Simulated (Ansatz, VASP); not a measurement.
## Two plane-wave programs on Pd

INCAR

```
PREC     = Accurate       # precision mode
ENCUT    = 520            # plane-wave cutoff, eV
EDIFF    = 1E-8           # SCF threshold, eV
ISMEAR   = -1             # smearing method
SIGMA    = 0.05           # smearing width, eV
LREAL    = False          # projectors in reciprocal space
LASPH    = True           # aspherical terms in the spheres
NELM     = 80             # most SCF steps
ALGO     = Normal         # electronic algorithm
ISIF     = 2              # what is computed and relaxed
LWAVE    = False          # write WAVECAR
LCHARG   = False          # write CHGCAR
LEFG     = True         
NBANDS   = 11             # bands
```

KPOINTS

```
regular mesh
0
Gamma
  18 18 18
```

File POSCAR:

```
Pd
1.0
    0.0000000000      1.9513615093      1.9513615093
    1.9513615093      0.0000000000      1.9513615093
    1.9513615093      1.9513615093      0.0000000000
Pd
1
Direct
    0.0000000000      0.0000000000      0.0000000000
```

Input for Ansatz:

```yaml
crystal:
  lattice:
    - [0.0, 1.9513615093, 1.9513615093]
    - [1.9513615093, 0.0, 1.9513615093]
    - [1.9513615093, 1.9513615093, 0.0]
  atoms:
    - { symbol: Pd, position: [0.0, 0.0, 0.0] }
kpoints:
  mp_grid: { grid: [18, 18, 18] }
scf:
  occupations: { method: fermi_dirac, width: 0.05 }
hamiltonian:
  xc: lda
  pseudopotentials: { kind: paw }
output:
  forces: true
  stress: true
  eigenvalues: true
  efg: { contact_densities: true }
  write_density: true
  write_potential: true
  elf: true
  volumetric_format: npy
```

Change from the starting cell: volume scaled by 1.01, PAW files.

Alike in both runs: task electric field gradients; functional LDA; k mesh 18 × 18 × 18; occupations fermi-dirac, width 0.05 eV; no spin polarisation.

|  | VASP | Ansatz |
| --- | --- | --- |
| version | VASP 6.6.1 | Ansatz 0.2.0 |
| potentials or method | VASP PAW LDA potentials, release 64 (Pd) | PAW with Ansatz's default frozen-core files, scalar-relativistic |
| plane-wave cutoff (eV) | 520 | 420 |
| valence electrons in the cell | 10 | 18 |

Ansatz gave:

```
pressure (GPa) : -9.8
```

Task: Which values does VASP return?

Result: Pressure (GPa): -9.5.

LDA's correlation is that of Perdew and Zunger in VASP and of Perdew and Wang (1992) in Ansatz. VASP's potentials hold 10 valence electrons a cell and Ansatz's 18, so a difference there can come from the potentials and not from the codes.
